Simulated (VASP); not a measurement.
# SrNb (Fm-3m) in VASP: notebook, part 2 of 2

VASP 6.6.1.

## (4) Relaxation of cell and atoms, PBE

This run uses another cell than the first one, of 19.20 Å³/atom, 0.620 times its volume.

INCAR reads:

```
SYSTEM = SrNb
ALGO = Normal
EDIFF = 1E-7
EDIFFG = -0.08
ENCUT = 500
GGA = PE
GGA_COMPAT = .FALSE.
IBRION = 2
ISIF = 3
ISMEAR = 0
LASPH = .TRUE.
LCHARG = .FALSE.
LREAL = .FALSE.
LWAVE = .FALSE.
NELM = 120
NELMIN = 4
NSW = 36
PREC = Accurate
SIGMA = 0.2
```

KPOINTS reads:

```
k-points
0
G
  6 6 6
  0 0 0
```

POSCAR reads:

```
SrNb
1.0
    0.0000000000      2.6778269300      2.6778269300
    2.6778269300      0.0000000000      2.6778269300
    2.6778269300      2.6778269300      0.0000000000
Sr Nb
1 1
Direct
    0.0000000000      0.0000000000      0.0000000000
    0.5000000000      0.5000000000      0.5000000000
```

Potentials or basis: VASP PAW PBE potentials, release 64 (Sr_sv, Nb_sv).

The run is started by

```bash
$ cat potpaw_PBE.64/Sr_sv/POTCAR potpaw_PBE.64/Nb_sv/POTCAR > POTCAR
$ mpirun -np 1 vasp_std > vasp.out
```

OUTCAR:

```text
SYSTEM = SrNb
   EDIFF = 1E-7
   EDIFFG = -0.08
   ENCUT = 500
   GGA = PE
   IBRION = 2
   ISIF = 3
   ISMEAR = 0
   LASPH = .TRUE.
   LREAL = .FALSE.
   NELM = 120
   NELMIN = 4
   NSW = 36
   PREC = Accurate

 ion  position               nearest neighbor table
   1  0.000  0.000  0.000-   2 2.68   2 2.68   2 2.68   2 2.68   2 2.68   2 2.68
   2  0.500  0.500  0.500-   1 2.68   1 2.68   1 2.68   1 2.68   1 2.68   1 2.68

  LATTYP: Found a face centered cubic cell.
 ALAT       =     5.3556538600

  Lattice vectors:

 A1 = (   0.0000000000,   2.6778269300,   2.6778269300)
 A2 = (   2.6778269300,   0.0000000000,   2.6778269300)
 A3 = (   2.6778269300,   2.6778269300,   0.0000000000)

Analysis of symmetry for initial positions (statically):
=====================================================================
 Subroutine PRICEL returns:
 Original cell was already a primitive cell.

 Routine SETGRP: Setting up the symmetry group for a
 face centered cubic supercell.

 Subroutine GETGRP returns: Found 48 space group operations
 (whereof 48 operations were pure point group operations)
 out of a pool of 48 trial point group operations.

The static configuration has the point symmetry O_h .

Analysis of symmetry for dynamics (positions and initial velocities):
=====================================================================
 Subroutine PRICEL returns:
 Original cell was already a primitive cell.

[... 143 lines left out ...]
  ext. energy  EPLUGINS =         0.00000000
  ---------------------------------------------------
  free energy    TOTEN  =        -5.80971996 eV

  energy without entropy =       -5.75200902  energy(sigma->0) =       -5.78086449

 E-fermi :   8.2715     XC(G=0): -11.7183

 val. band max:        8.2603361048   @ k =   0.3333   0.1667   0.0000
 cond. band min:       8.2940533732   @ k =  -0.1667   0.1667   0.0000
 fundamental gap:      0.0337172684
 Fermi energy:         8.2714507298

 k-point     1 :       0.0000    0.0000    0.0000
  band No.  band energies     occupation
      1     -46.3225      2.00000
      2     -26.0322      2.00000
      3     -22.5266      2.00000
      4     -22.5266      2.00000
      5     -22.5266      2.00000
      6      -7.9952      2.00000
      7      -7.9952      2.00000
      8      -7.9952      2.00000
      9       4.1886      2.00000
     10       6.1918      2.00000
     11       6.1918      2.00000
     12       6.1918      2.00000
     13       6.3650      2.00000
     14       6.3650      2.00000
[... 376 lines left out ...]
--------------------------------------- Ionic step        4  -------------------------------------------

 number of electron      23.0000001 magnetization

 Free energy of the ion-electron system (eV)
  ---------------------------------------------------
  ext. energy  EPLUGINS =         0.00000000
  ---------------------------------------------------
  free energy    TOTEN  =        -7.47477249 eV

  energy without entropy =       -7.34480340  energy(sigma->0) =       -7.40978795

 E-fermi :   4.1711     XC(G=0):  -9.4689

 val. band max:        4.1683333358   @ k =   0.5000   0.3333   0.0000
 cond. band min:       4.2020862269   @ k =  -0.3333   0.3333   0.1667
 fundamental gap:      0.0337528911
 Fermi energy:         4.1710957921

 k-point     1 :       0.0000    0.0000    0.0000
  band No.  band energies     occupation
      1     -50.8266      2.00000
      2     -30.3422      2.00000
      3     -26.9212      2.00000
      4     -26.9212      2.00000
      5     -26.9212      2.00000
      6     -12.4085      2.00000
      7     -12.4085      2.00000
      8     -12.4085      2.00000
      9       0.2073      2.00000
     10       3.3804      2.00000
     11       3.3804      2.00000
     12       3.4133      2.00000
     13       3.4133      2.00000
     14       3.4133      2.00000
[... 298 lines left out ...]
  FREE ENERGIE OF THE ION-ELECTRON SYSTEM (eV)
  ---------------------------------------------------
  free  energy   TOTEN  =        -7.4747724948 eV

  energy  without entropy=       -7.3448033968  energy(sigma->0) =       -7.40978795

 reached required accuracy - stopping structural energy minimisation
```

Wall time 99 s (1 thread of Intel Xeon 8259CL, shared host); peak memory 0.16 GiB.

Results:

| Item | Value |
| --- | --- |
| Free energy | -7.4748 eV |
| Relaxed volume | 31.37 Å³/atom |
| Relaxed cell | a = 4.460 Å, b = 4.460 Å, c = 4.460 Å, α = 60.00°, β = 60.00°, γ = 60.00° |
| Space group after relaxing (to 0.05 Å) | Fm-3m (No. 225) |
| Energy gained by relaxing | 832.5 meV/atom |
| Ionic steps | 4 |
| Pressure after relaxing | 0.0 GPa |

The path:
```csv
step,energy change (eV),largest force (eV/Å),pressure (GPa),volume (Å³)
1,0.0000,0.0000,34.19,38.40
2,-1.6522,0.0000,-1.19,65.98
3,-1.6621,0.0000,0.64,61.17
4,-1.6651,0.0000,-0.03,62.74
```

Final structure:
```
CELL_PARAMETERS angstrom
0.00000 3.15384 3.15384
3.15384 0.00000 3.15384
3.15384 3.15384 0.00000
ATOMIC_POSITIONS crystal
Sr 0.00000 0.00000 0.00000
Nb 0.50000 0.50000 0.50000
```

Levels at points of the mesh, in eV from the Fermi level:
```
           k point  band 7  band 8  band 9  band 10  band 11  band 12  band 13  band 14  band 15
(0.00, 0.00, 0.00)  -16.58  -16.58   -3.96    -0.79    -0.79    -0.76    -0.76    -0.76     5.97
(0.50, 0.00, 0.00)  -16.64  -16.64   -1.32    -0.87     0.17     0.17     0.88     0.88     1.57
(0.50, 0.50, 0.00)  -16.63  -16.63   -1.83    -1.36    -0.23     0.11     0.88     1.05     1.05
```

Caveat: the volume moved by over 15 % at a fixed basis, so the end points are rough.

## (5) The runs side by side

```csv
task,cell,gap on the mesh (eV),pressure (GPa)
single point,"a = 4.440 Å, angles 60.0°, 2 atoms",none,0.5
single point,"a = 4.444 Å, angles 60.0°, 2 atoms",none,0.5
relaxation of cell and atoms,"relaxed from a = 3.787 Å, angles 60.0°, 2 atoms",none,0.0
```

Alike in all rows: level PBE; potentials or basis VASP PAW PBE potentials, release 64 (Sr_sv, Nb_sv); no spin polarisation; k mesh 6 × 6 × 6; cutoff (eV) 500; smearing gaussian 0.2 eV.

Caveats: the volume moved by over 15 % at a fixed basis, so the end points are rough (some runs).

Total energies depend on the potentials used, so only differences within one code and one set of settings carry meaning.
